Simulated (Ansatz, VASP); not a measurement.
# One calculation of Mo, two programs

```
Mo
1.0
    -1.57642    1.57642    1.57642
     1.57642   -1.57642    1.57642
     1.57642    1.57642   -1.57642
Mo
1
Direct
  0.00000 0.00000 0.00000
```

Alike in both runs: task single point; functional r2SCAN; k mesh 14 × 14 × 14; occupations methfessel-paxton of order 1, width 0.01 eV; no spin polarisation.

|  | VASP | Ansatz |
| --- | --- | --- |
| version | VASP 6.6.1 | Ansatz 0.2.0 |
| potentials or method | VASP PAW PBE potentials, release 64 (Mo_sv), cutoff 520 eV | plane waves (500 eV) with PAW, scalar-relativistic |
| valence electrons in the cell | 14 | 14 |

|  | VASP | Ansatz | Ansatz less VASP |
| --- | --- | --- | --- |
| pressure (GPa) | 1.3 | 0.1 | -1.15 |

VASP's potentials were made for PBE, not for r2SCAN. With one functional, cell and mesh, what is left measures potentials, basis and numerics.
